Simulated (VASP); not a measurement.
# TaW3O4 (Im-3m) in VASP: a series of runs

TaW3O4 is run at these levels: PBE; tasks: relaxation of cell and atoms, single point.

All numbers are computed with VASP 6.6.1; they aren't measurements. Logs are shortened: lines on timing, memory, paths and dates and some standing lists are left out, and cuts for length are marked.

**1. The cell of the first run**

Symmetry: Im-3m, No. 229, cubic system. The conventional cell has a = 5.561 Å, b = 5.561 Å, c = 5.561 Å, α = 90.00°, β = 90.00°, γ = 90.00°. Ta (site symmetry m-3m) has 8 O at 2.41 Å and 6 W at 2.78 Å within 3.2 Å. Within 3.2 Å of W (site symmetry 4/mmm) lie 8 O at 2.41 Å and 2 Ta at 2.78 Å and 4 W at 2.78 Å. Within 3.2 Å of O (site symmetry -3m) lie 2 Ta at 2.41 Å and 6 W at 2.41 Å and 6 O at 2.78 Å.

**2. Relaxation of cell and atoms, PBE**

INCAR reads:

```
PREC     = Accurate       # precision mode
ENCUT    = 600            # plane-wave cutoff, eV
EDIFF    = 1E-6           # SCF threshold, eV
ISMEAR   = 0              # smearing method
SIGMA    = 0.1            # smearing width, eV
LREAL    = F              # projectors in reciprocal space
LASPH    = T              # aspherical terms in the spheres
NELM     = 60             # most SCF steps
ALGO     = Normal         # electronic algorithm
ISIF     = 3              # what is computed and relaxed
LWAVE    = F              # write WAVECAR
LCHARG   = F              # write CHGCAR
GGA      = PE             # functional
IBRION   = 2              # ionic algorithm
NSW      = 90             # ionic steps
EDIFFG   = -0.04          # ionic threshold
```

KPOINTS reads:

```
regular mesh
0
Gamma
  4 4 4
```

POSCAR reads:

```
TaW3O4
1.0
   -2.7806082900      2.7806082900      2.7806082900
    2.7806082900     -2.7806082900      2.7806082900
    2.7806082900      2.7806082900     -2.7806082900
Ta W O
1 3 4
Direct
    0.0000000000      0.0000000000      0.0000000000
    0.5000000000      0.5000000000      0.0000000000
    0.5000000000      0.0000000000      0.5000000000
    0.0000000000      0.5000000000      0.5000000000
    0.5000000000      0.5000000000      0.5000000000
    0.0000000000      0.0000000000      0.5000000000
    0.0000000000      0.5000000000      0.0000000000
    0.5000000000      0.0000000000      0.0000000000
```

Potentials or basis: VASP PAW PBE potentials, release 64 (Ta_pv, W_sv, O).

The run is started by

```sh
> cat potpaw_PBE.64/Ta_pv/POTCAR potpaw_PBE.64/W_sv/POTCAR potpaw_PBE.64/O/POTCAR > POTCAR
> mpirun -np 1 vasp_std > vasp.out
```

OUTCAR:

```text
PREC = Accurate
   ENCUT = 600
   EDIFF = 1E-6
   ISMEAR = 0
   LREAL = F
   LASPH = T
   NELM = 60
   ISIF = 3
   GGA = PE
   IBRION = 2
   NSW = 90
   EDIFFG = -0.04

 ion  position               nearest neighbor table
   1  0.000  0.000  0.000-   5 2.41   6 2.41   7 2.41   8 2.41   6 2.41   7 2.41   8 2.41   5 2.41
                             4 2.78   4 2.78   2 2.78   3 2.78   2 2.78   3 2.78
   2  0.500  0.500  0.000-   5 2.41   6 2.41   7 2.41   8 2.41   5 2.41   8 2.41   7 2.41   6 2.41
                             4 2.78   3 2.78   1 2.78   4 2.78   1 2.78   3 2.78
   3  0.500  0.000  0.500-   5 2.41   6 2.41   7 2.41   8 2.41   8 2.41   5 2.41   6 2.41   7 2.41
                             4 2.78   2 2.78   1 2.78   1 2.78   4 2.78   2 2.78
   4  0.000  0.500  0.500-   5 2.41   6 2.41   7 2.41   8 2.41   7 2.41   6 2.41   5 2.41   8 2.41
                             3 2.78   1 2.78   1 2.78   2 2.78   3 2.78   2 2.78
   5  0.500  0.500  0.500-   1 2.41   2 2.41   3 2.41   4 2.41   2 2.41   3 2.41   4 2.41   1 2.41

   6  0.000  0.000  0.500-   1 2.41   2 2.41   3 2.41   4 2.41   1 2.41   4 2.41   3 2.41   2 2.41

   7  0.000  0.500  0.000-   1 2.41   2 2.41   3 2.41   4 2.41   4 2.41   1 2.41   2 2.41   3 2.41

   8  0.500  0.000  0.000-   1 2.41   2 2.41   3 2.41   4 2.41   3 2.41   2 2.41   1 2.41   4 2.41

  LATTYP: Found a body centered cubic cell.
 ALAT       =     5.5612165800

  Lattice vectors:

 A1 = (  -2.7806082900,   2.7806082900,   2.7806082900)
 A2 = (   2.7806082900,  -2.7806082900,   2.7806082900)
 A3 = (   2.7806082900,   2.7806082900,  -2.7806082900)

Analysis of symmetry for initial positions (statically):
=====================================================================
 Subroutine PRICEL returns:
 Original cell was already a primitive cell.

 Routine SETGRP: Setting up the symmetry group for a
 body centered cubic supercell.

 Subroutine GETGRP returns: Found 48 space group operations
 (whereof 48 operations were pure point group operations)
 out of a pool of 48 trial point group operations.

The static configuration has the point symmetry O_h .

Analysis of symmetry for dynamics (positions and initial velocities):
=====================================================================
 Subroutine PRICEL returns:
 Original cell was already a primitive cell.

 Routine SETGRP: Setting up the symmetry group for a
 body centered cubic supercell.

 Subroutine GETGRP returns: Found 48 space group operations
 (whereof 48 operations were pure point group operations)
 out of a pool of 48 trial point group operations.

The dynamic configuration has the point symmetry O_h .

 Subroutine INISYM returns: Found 48 space group operations
 (whereof 48 operations are pure point group operations),
 and found     1 'primitive' translations

----------------------------------------------------------------------------------------
[... 101 lines left out ...]
   EMIN   =  10.00;   EMAX   =-10.00  energy-range for DOS
   EFERMI =   0.00;   METHOD = LEGACY
   ISMEAR =     0;   SIGMA  =   0.10  broadening in eV -4-tet -1-fermi 0-gaus
   EFERMI_NEDOS =   21; number of points for ismear=-14 and -15
   IALGO  =     38    algorithm
   IMIX   =      4    mixing-type and parameters
     AMIX     =   0.40;   BMIX     =  1.00
     AMIX_MAG =   1.60;   BMIX_MAG =  1.00
  volume/ion in A,a.u.               =      10.75        72.54
  Fermi-wavevector in a.u.,A,eV,Ry     =   1.577897  2.981793 33.875218  2.489758
  Thomas-Fermi vector in A             =   2.678510
   LORBIT       =      0    0 simple, 1 ext, 2 COOP (PROOUT), +10 PAW based schemes
   GGA     = PE    functional components
   LHFCALC =     F    Hartree Fock is set to
   AEXX    =    0.0000 exact exchange contribution
   IVDW    =     0    specifies the selected vdW correction
   LEPSILON=     F    determine dielectric tensor
   LRPA    =     F    only Hartree local field effects (RPA)
 conjugate gradient relaxation of ions
 non-spin polarized calculation
 Gauss-broadening in eV      SIGMA  =   0.10
  energy-cutoff  :      600.00
  volume of cell :       86.00
 maximum number of plane-waves:      2916
 NGX is ok and might be reduce to    40
   NGX = 19   NGY = 19   NGZ = 19

--------------------------------------- Ionic step        1  -------------------------------------------

 number of electron      76.9999986 magnetization

 Free energy of the ion-electron system (eV)
  ---------------------------------------------------
  ext. energy  EPLUGINS =         0.00000000
  ---------------------------------------------------
  free energy    TOTEN  =       -69.37669608 eV

  energy without entropy =      -69.36167042  energy(sigma->0) =      -69.36918325

------------------------ aborting loop because EDIFF is reached ----------------------------------------

  FORCE on cell =-STRESS in cart. coord.  units (eV):
  Direction    XX          YY          ZZ          XY          YZ          ZX
  --------------------------------------------------------------------------------------
  -------------------------------------------------------------------------------------
  Total        7.4989046      7.4989046      7.4989046     -0.0000000      0.0000000     -0.0000000
  in kB      139.7104793    139.7104793    139.7104793     -0.0000000      0.0000000     -0.0000000
  external PRESSURE =     139.7104793 kB  Pullay stress =       0.0000000 kB
[... 29 lines left out ...]
--------------------------------------- Ionic step        2  -------------------------------------------

 number of electron      77.0000006 magnetization

 E-fermi :   9.1439     XC(G=0): -12.8117

 val. band max:        9.0688916599   @ k =   0.0000   0.0000   0.0000
 cond. band min:       9.1874235977   @ k =   0.2500   0.2500   0.2500
 fundamental gap:      0.1185319378
 Fermi energy:         9.1439128412

 k-point     1 :       0.0000    0.0000    0.0000
  band No.  band energies     occupation
      1     -65.8384      2.00000
      2     -65.7971      2.00000
      3     -65.7971      2.00000
      4     -30.2562      2.00000
      5     -30.2562      2.00000
      6     -30.2562      2.00000
[... 422 lines left out ...]
--------------------------------------- Ionic step        3  -------------------------------------------

 number of electron      77.0000004 magnetization

 Free energy of the ion-electron system (eV)
  ---------------------------------------------------
  ext. energy  EPLUGINS =         0.00000000
  ---------------------------------------------------
  free energy    TOTEN  =       -69.56339472 eV

  energy without entropy =      -69.54605096  energy(sigma->0) =      -69.55472284

 E-fermi :  10.4454     XC(G=0): -13.2633

 val. band max:       10.4211835822   @ k =   0.2500   0.2500   0.2500
 cond. band min:      10.5281077560   @ k =   0.2500   0.2500   0.0000
 fundamental gap:      0.1069241738
 Fermi energy:        10.4454023986

 k-point     1 :       0.0000    0.0000    0.0000
  band No.  band energies     occupation
      1     -64.6022      2.00000
      2     -64.5422      2.00000
      3     -64.5422      2.00000
      4     -29.1532      2.00000
      5     -29.1532      2.00000
      6     -29.1532      2.00000
[... 416 lines left out ...]
  FREE ENERGIE OF THE ION-ELECTRON SYSTEM (eV)
  ---------------------------------------------------
  free  energy   TOTEN  =       -69.5633947204 eV

  energy  without entropy=      -69.5460509551  energy(sigma->0) =      -69.55472284

 reached required accuracy - stopping structural energy minimisation
```

OSZICAR:

```text
N       E                     dE             d eps       ncg     rms          rms(c)
DAV:   1     0.101855990676E+04    0.10186E+04   -0.46915E+04   736   0.209E+03
DAV:   2     0.183625218109E+02   -0.10002E+04   -0.97335E+03   770   0.617E+02
DAV:   3    -0.695336613656E+02   -0.87896E+02   -0.84884E+02   862   0.167E+02
[... 33 lines left out ...]
DAV:   7    -0.695634391206E+02    0.17779E-02   -0.10829E-02   904   0.426E-01    0.773E-02
DAV:   8    -0.695634085709E+02    0.30550E-04   -0.78270E-04   900   0.117E-01    0.324E-02
DAV:   9    -0.695633962573E+02    0.12314E-04   -0.63596E-05   938   0.344E-02    0.667E-03
DAV:  10    -0.695633951853E+02    0.10719E-05   -0.25831E-06   582   0.875E-03    0.353E-03
DAV:  11    -0.695633947204E+02    0.46495E-06   -0.18075E-06   576   0.519E-03
   3 F= -.69563395E+02 E0= -.69554723E+02  d E =-.186699E+00
```

CONTCAR:

```text
TaW3O4
   1.00000000000000
    -2.8292377551982000    2.8292377551982000    2.8292377551982000
     2.8292377551982000   -2.8292377551982000    2.8292377551982000
     2.8292377551982000    2.8292377551982000   -2.8292377551982000
  Ta              W               O
     1     3     4
Direct
     0.0000000000000000    0.0000000000000000    0.0000000000000000
     0.5000000000000000    0.5000000000000000    0.0000000000000000
     0.5000000000000000    0.0000000000000000    0.5000000000000000
     0.0000000000000000    0.5000000000000000    0.5000000000000000
     0.5000000000000000    0.5000000000000000    0.5000000000000000
     0.0000000000000000    0.0000000000000000    0.5000000000000000
     0.0000000000000000    0.5000000000000000    0.0000000000000000
     0.5000000000000000    0.0000000000000000    0.0000000000000000

  0.00000000E+00  0.00000000E+00  0.00000000E+00
  0.00000000E+00  0.00000000E+00  0.00000000E+00
  0.00000000E+00  0.00000000E+00  0.00000000E+00
  0.00000000E+00  0.00000000E+00  0.00000000E+00
  0.00000000E+00  0.00000000E+00  0.00000000E+00
  0.00000000E+00  0.00000000E+00  0.00000000E+00
  0.00000000E+00  0.00000000E+00  0.00000000E+00
  0.00000000E+00  0.00000000E+00  0.00000000E+00
```

Run time: 1.9 min. Hardware: 1 thread of Intel Xeon Platinum 8488C (Sapphire Rapids), shared host; peak memory 0.27 GiB.

Results:

```
Free energy                           : -69.5634 eV
Relaxed volume                        : 11.32 Å³/atom
Relaxed cell                          : a = 4.900 Å, b = 4.900 Å, c = 4.900 Å, α = 109.47°, β = 109.47°, γ = 109.47°
Space group after relaxing (to 0.1 Å) : Im-3m (No. 229)
Energy gained by relaxing             : 23.3 meV/atom
Ionic steps                           : 3
Pressure after relaxing               : -0.3 GPa
Band gap on the k mesh                : zero (an odd number of electrons rules out a gap without spin polarisation)
```

Step by step:
```
step  energy change (eV)  largest force (eV/Å)  pressure (GPa)  volume (Å³)
   1              0.0000                0.0000           13.97        86.00
   2              0.2429                0.0000          -16.50        98.20
   3             -0.1867                0.0000           -0.27        90.59
```

Final structure:
```
Ta W O
1.0
    -2.82924    2.82924    2.82924
     2.82924   -2.82924    2.82924
     2.82924    2.82924   -2.82924
Ta W O
1 3 4
Direct
  0.00000 0.00000 0.00000
  0.50000 0.50000 0.00000
  0.50000 0.00000 0.50000
  0.00000 0.50000 0.50000
  0.50000 0.50000 0.50000
  0.00000 0.00000 0.50000
  0.00000 0.50000 0.00000
  0.50000 0.00000 0.00000
```

Caveat: the k points lie up to 0.39 Å⁻¹ apart in the final cell, too coarse for converged energies and pressures of a metal; spin-orbit coupling is left out, which moves the levels of the heavy elements; an odd number of electrons without spin polarisation forces a metal; a magnetic or distorted state may lie lower.

**3. Single point, PBE, collinear spin**

INCAR reads:

```
SYSTEM = TaW3O4
PREC = Accurate ; ENCUT = 520
EDIFF = 1E-6 ; ISMEAR = 0
SIGMA = 0.1 ; LREAL = .FALSE.
LASPH = .TRUE. ; NELM = 150
ALGO = Normal ; ISIF = 2
LWAVE = .FALSE. ; LCHARG = .FALSE.
ISPIN = 2 ; MAGMOM = 1 0 0 0 0 0 0 0
LORBIT = 11 ; LMAXMIX = 4
GGA = PE ; NBANDS = 52
```

KPOINTS reads:

```
Automatic mesh
0
G
  4 4 4
  0 0 0
```

POSCAR is that of step 2.

Potentials or basis: VASP PAW PBE potentials, release 64 (Ta_pv, W_sv, O).

The run is started by

```sh
> cat potpaw_PBE.64/Ta_pv/POTCAR potpaw_PBE.64/W_sv/POTCAR potpaw_PBE.64/O/POTCAR > POTCAR
> mpirun -np 1 vasp_std > vasp.out
```

Run time: 65 s. Hardware: 1 thread of Intel Xeon Platinum 8488C (Sapphire Rapids), shared host; peak memory 0.26 GiB.

It converged, with:

- Free energy: -69.3685 eV
- Pressure: 14.1 GPa
- Net moment: 0.00 μB per cell
- Valence electrons inside the program's atomic spheres: Ta 8.89; W 12.04; O 4.92

Levels at points of the mesh, in eV from the Fermi level:
Spin up:
```csv
k point,band 37,band 38,band 39,band 40,band 41,band 42
"(0.00, 0.00, 0.00)",-2.36,-1.98,-1.98,-1.98,-0.39,-0.39
"(0.50, 0.00, 0.00)",-0.80,-0.60,-0.55,-0.51,-0.47,-0.44
"(0.50, 0.50, 0.50)",1.11,2.26,2.26,2.26,2.35,2.35
```
Spin down:
| k point | band 37 | band 38 | band 39 | band 40 | band 41 | band 42 |
| --- | --- | --- | --- | --- | --- | --- |
| (0.00, 0.00, 0.00) | -2.36 | -1.98 | -1.98 | -1.98 | -0.40 | -0.40 |
| (0.50, 0.00, 0.00) | -0.80 | -0.60 | -0.55 | -0.51 | -0.47 | -0.44 |
| (0.50, 0.50, 0.50) | 1.11 | 2.26 | 2.26 | 2.26 | 2.35 | 2.35 |

Caveat: the k points lie up to 0.40 Å⁻¹ apart; spin-orbit coupling is left out, which moves the levels of the heavy elements.
